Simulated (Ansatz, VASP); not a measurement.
## One calculation of HfO2, two programs

Contents of INCAR:

```
PREC = Accurate ; ENCUT = 520
EDIFF = 1E-7 ; ISMEAR = -1
SIGMA = 0.05 ; LREAL = F
LASPH = T ; NELM = 150
ALGO = Normal ; ISIF = 2
LWAVE = F ; LCHARG = T
LMAXMIX = 4 ; LDAU = T
LDAUTYPE = 2 ; LDAUL = 2 -1
LDAUU = 1 0 ; LDAUJ = 0 0
LDAUPRINT = 1 ; GGA = PS
LELF = T ; LVHAR = T
NBANDS = 18
```

Contents of KPOINTS:

```
Automatic mesh
0
Gamma
  9 9 9
```

Contents of POSCAR:

```
HfO2
1.0
    0.0000000000      2.5575000000      2.5575000000
    2.5575000000      0.0000000000      2.5575000000
    2.5575000000      2.5575000000      0.0000000000
Hf O
1 2
Direct
    0.0000000000      0.0000000000      0.0000000000
    0.7500000000      0.7500000000      0.7500000000
    0.2500000000      0.2500000000      0.2500000000
```

input.yaml

```yaml
crystal:
  lattice:
    - [0.0, 2.5575, 2.5575]
    - [2.5575, 0.0, 2.5575]
    - [2.5575, 2.5575, 0.0]
  atoms:
    - { symbol: Hf, position: [0.0, 0.0, 0.0] }
    - { symbol: O, position: [0.75, 0.75, 0.75] }
    - { symbol: O, position: [0.25, 0.25, 0.25] }
hamiltonian:
  xc: pbesol
  pseudopotentials: { kind: paw }
  hubbard: { sites: [{ species: Hf, l: d, u_eff: 1.0 }] }
kpoints:
  mp_grid: { grid: [9, 9, 9] }
  band_path:
    path:
      - [[0.0, 0.0, 0.0], [0.5, 0.0, 0.5], [0.5, 0.25, 0.75], [0.375, 0.375, 0.75], [0.0, 0.0, 0.0], [0.5, 0.5, 0.5], [0.625, 0.25, 0.625], [0.5, 0.25, 0.75], [0.5, 0.5, 0.5], [0.375, 0.375, 0.75]]
      - [[0.625, 0.25, 0.625], [0.5, 0.0, 0.5]]
    npoints: 14
scf:
  occupations: { method: fermi_dirac, width: 0.05 }
  n_extra_bands: 7
output:
  forces: true
  stress: true
  eigenvalues: true
  fatbands: false
```

Alike in both runs: functional PBEsol; k mesh 9 × 9 × 9; occupations fermi-dirac, width 0.05 eV; no spin polarisation; Hubbard terms Hf d U = 1.0 eV.

|  | VASP | Ansatz |
| --- | --- | --- |
| version | VASP 6.6.1 | Ansatz 0.2.0 |
| potentials or method | VASP PAW PBE potentials, release 64 (Hf_pv, O) | Ansatz PAW |
| plane-wave cutoff (eV) | 520 | 420 |
| valence electrons in the cell | 22 | 38 |
| task | single point | band structure |

```tsv
	VASP	Ansatz	Ansatz less VASP
gap on the k mesh at the Fermi level (eV)	3.83	3.86	+0.025
least direct gap on the mesh (eV)	3.95	3.98	+0.023
pressure (GPa)	-10.9	-8.8	+2.10
```

VASP's potentials were made for PBE, not for PBEsol. The programs project onto different local orbitals, so the same U acts differently, and such runs can settle in different states. VASP's potentials hold 22 valence electrons a cell and Ansatz's 38, so a difference there can come from the potentials and not from the codes.

Spin-orbit coupling is off throughout. Noted on Ansatz's run: the k mesh misses the band edges, so the gap on the mesh is wider than the one along the path.
